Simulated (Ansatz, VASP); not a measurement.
# One calculation of C, two programs

File POSCAR:

```
C
1.0
    0.0000000000      1.7592674508      1.7592674508
    1.7592674508      0.0000000000      1.7592674508
    1.7592674508      1.7592674508      0.0000000000
C
2
Direct
    0.7500000000      0.7500000000      0.7500000000
    0.5000000000      0.5000000000      0.5000000000
```

Contents of INCAR.step1:

```
ALGO = Normal
EDIFF = 1E-5
ENCUT = 520
GGA = PE
ISIF = 2
ISMEAR = -1
LASPH = True
LREAL = False
LWAVE = True
NBANDS = 11
NELM = 80
PREC = Accurate
SIGMA = 0.05
```

The input INCAR.step2:

```
AEXX = 0.25
ALGO = Normal
EDIFF = 1E-6
ENCUT = 520
GGA = PS
ISIF = 2
ISMEAR = -1
ISTART = 1
LASPH = True
LCHARG = True
LELF = True
LHFCALC = True
LREAL = False
LVHAR = True
LWAVE = False
NBANDS = 11
NELM = 80
PREC = Accurate
PRECFOCK = Normal
SIGMA = 0.05
```

The input KPOINTS:

```
k-points
0
Gamma
  7 7 7
```

The input input.yaml:

```yaml
crystal:
  lattice:
    - [0.0, 1.7592674508, 1.7592674508]
    - [1.7592674508, 0.0, 1.7592674508]
    - [1.7592674508, 1.7592674508, 0.0]
  atoms:
    - { symbol: C, position: [0.75, 0.75, 0.75] }
    - { symbol: C, position: [0.5, 0.5, 0.5] }
hamiltonian:
  xc: { exchange: pbesol, correlation: pbesol, exx: { coeff: 0.25 } }
  pseudopotentials: { kind: paw }
kpoints:
  mp_grid: { grid: [7, 7, 7] }
scf:
  occupations: { method: fermi_dirac, width: 0.05 }
output:
  forces: true
  stress: true
  eigenvalues: true
```

Alike in both runs: task single point; functional PBEsol-based global hybrid with a share of 0.25 of exact exchange; k mesh 7 × 7 × 7; occupations fermi-dirac, width 0.05 eV; no spin polarisation.

|  | VASP | Ansatz |
| --- | --- | --- |
| version | VASP 6.6.1 | Ansatz 0.2.0 |
| potentials or method | VASP PAW PBE potentials, release 64 (C) | Ansatz PAW |
| plane-wave cutoff (eV) | 520 | 420 |
| valence electrons in the cell | 8 | 8 |

```tsv
	VASP	Ansatz	Ansatz less VASP
gap on the k mesh at the Fermi level (eV)	6.18	6.17	-0.016
least direct gap on the mesh (eV)	7.82	7.79	-0.023
pressure (GPa)	7.7	6.5	-1.24
```

VASP's potentials were made for PBE, not for PBEsol-based global hybrid.

The k mesh is coarse, so the values compare programs but aren't converged. Noted on Ansatz's run: odd divisions of the mesh miss points on the zone boundary, where band edges often lie, so the gap on the mesh can be too wide.
